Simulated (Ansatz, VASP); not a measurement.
# TiO2: VASP beside Ansatz

The input INCAR:

```
SYSTEM = TiO2
PREC     = Accurate       ! precision mode
ENCUT    = 520            ! plane-wave cutoff, eV
EDIFF    = 1E-7           ! SCF threshold, eV
ISMEAR   = -1             ! smearing method
SIGMA    = 0.08           ! smearing width, eV
LREAL    = .FALSE.        ! projectors in reciprocal space
LASPH    = .TRUE.         ! aspherical terms in the spheres
NELM     = 80             ! most SCF steps
ALGO     = Normal         ! electronic algorithm
ISIF     = 2              ! what is computed and relaxed
LWAVE    = .FALSE.        ! write WAVECAR
LCHARG   = .TRUE.         ! write CHGCAR
LVHAR    = .TRUE.       
NBANDS   = 33             ! bands
KPAR     = 4
```

File KPOINTS:

```
Automatic mesh
0
G
  13 13 13
  0 0 0
```

POSCAR

```
TiO2
1.0
   -1.8592525000      1.9068225000      4.7570000000
    1.9068225000     -1.8592525000      4.7570000000
    1.8781775000      1.8781775000     -4.7380750000
Ti O
2 4
Direct
    0.0000000000      0.0000000000      0.0000000000
    0.7500000000      0.2500000000      0.5000000000
    0.2066000000      0.2066000000      0.0000000000
    0.9566000000      0.4566000000      0.5000000000
    0.5434000000      0.0434000000      0.5000000000
    0.7934000000      0.7934000000      0.0000000000
```

Input for Ansatz:

```yaml
crystal:
  lattice:
    - [-1.8592525, 1.9068225, 4.757]
    - [1.9068225, -1.8592525, 4.757]
    - [1.8781775, 1.8781775, -4.738075]
  atoms:
    - { symbol: Ti, position: [0.0, 0.0, 0.0] }
    - { symbol: Ti, position: [0.75, 0.25, 0.5] }
    - { symbol: O, position: [0.2066, 0.2066, 0.0] }
    - { symbol: O, position: [0.9566, 0.4566, 0.5] }
    - { symbol: O, position: [0.5434, 0.0434, 0.5] }
    - { symbol: O, position: [0.7934, 0.7934, 0.0] }
kpoints:
  mp_grid: { grid: [13, 13, 13] }
  band_path:
    path:
      - [0.0, 0.0, 0.0]
      - [0.5, 0.5, -0.5]
      - [0.916727723, 0.083272277, -0.5]
      - [0.083272277, -0.083272277, -0.5]
      - [0.0, 0.0, -0.5]
      - [0.0, 0.0, 0.0]
      - [0.5, -0.5, 0.0]
      - [0.5, 0.0, -0.5]
      - [0.0, 0.0, 0.0]
    npoints: 5
scf:
  occupations: { method: fermi_dirac, width: 0.08 }
hamiltonian:
  xc: lda
  pseudopotentials: { kind: all_electron, lapw: { basis_error: 0.001 } }
output:
  forces: true
  stress: true
  eigenvalues: true
```

Change from the starting cell: equal xy, yz and zx shear strains of +1 %.

Alike in both runs: task single point; functional LDA; k mesh 13 × 13 × 13; occupations fermi-dirac, width 0.08 eV; no spin polarisation.

```csv
,VASP,Ansatz
version,VASP 6.6.1,Ansatz 0.2.0
potentials or method,"VASP PAW LDA potentials, release 64 (Ti_sv, O), cutoff 520 eV","all-electron LAPW, scalar-relativistic"
```

VASP gave:

| Property | Result |
| --- | --- |
| pressure (GPa) | -4.8 |
| traceless stress, the component that is largest in VASP (GPa) | 2.37 |
| rms of the force components (eV/Å) | 0.079 |

Question: Which values does Ansatz return?

Answer: Pressure (GPa): -5.7; traceless stress, the component that is largest in VASP (GPa): 2.27; rms of the force components (eV/Å): 0.068.

LDA's correlation is that of Perdew and Zunger in VASP and of Perdew and Wang (1992) in Ansatz. Atom by atom the forces differ by 0.015 eV/Å (rms over components). Ansatz ran all-electron here, and VASP with PAW potentials.
